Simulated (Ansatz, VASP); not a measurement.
# Ti: VASP beside Ansatz

File INCAR:

```
SYSTEM = Ti
PREC     = Accurate       ! precision mode
ENCUT    = 400            ! plane-wave cutoff, eV
EDIFF    = 1E-8           ! SCF threshold, eV
ISMEAR   = -1             ! smearing method
SIGMA    = 0.02           ! smearing width, eV
LREAL    = .False.        ! projectors in reciprocal space
LASPH    = .True.         ! aspherical terms in the spheres
NELM     = 120            ! most SCF steps
ALGO     = Normal         ! electronic algorithm
ISIF     = 2              ! what is computed and relaxed
LWAVE    = .False.        ! write WAVECAR
LCHARG   = .False.        ! write CHGCAR
GGA      = PE             ! functional
LEFG     = .True.       
NBANDS   = 19             ! bands
GGA_COMPAT= .False.
```

File KPOINTS:

```
regular mesh
0
Gamma
  17 17 9
  0 0 0
```

POSCAR

```
Ti
1.0
    2.9499978604      0.0000000000      0.0000000000
   -1.4749989302      2.5547730882      0.0000000000
    0.0000000000      0.0000000000      4.6860000000
Ti
2
Direct
    0.3333333333      0.6666666667      0.2500000000
    0.6666666667      0.3333333333      0.7500000000
```

Input for Ansatz:

```yaml
crystal:
  lattice:
    - [2.9499978604, 0.0, 0.0]
    - [-1.4749989302, 2.5547730882, 0.0]
    - [0.0, 0.0, 4.686]
  atoms:
    - { symbol: Ti, position: [0.3333333333, 0.6666666667, 0.25] }
    - { symbol: Ti, position: [0.6666666667, 0.3333333333, 0.75] }
kpoints:
  mp_grid: { grid: [17, 17, 9] }
scf:
  occupations: { method: fermi_dirac, width: 0.02 }
hamiltonian:
  xc: pbe
  pseudopotentials: { kind: paw }
output:
  forces: true
  stress: true
  populations: true
  efg: { quadrupole_moments_barn: { Ti: 0.247 }, contact_densities: true }
```

Alike in both runs: task electric field gradients; functional PBE; k mesh 17 × 17 × 9; occupations fermi-dirac, width 0.02 eV; no spin polarisation.

|  | VASP | Ansatz |
| --- | --- | --- |
| version | VASP 6.6.1 | Ansatz 0.2.0 |
| potentials or method | VASP PAW PBE potentials, release 64 (Ti_sv) | plane-wave PAW, scalar-relativistic |
| plane-wave cutoff (eV) | 400 | 420 |
| valence electrons in the cell | 24 | 24 |

|  | VASP | Ansatz | Ansatz less VASP |
| --- | --- | --- | --- |
| pressure (GPa) | -2.7 | -1.7 | +0.99 |
| traceless stress, the component that is largest in VASP (GPa) | -0.41 | -0.42 | -0.007 |
| size of Vzz on the site where it differs most (V/Å²) | 17.4 | 19.3 | +1.90 |
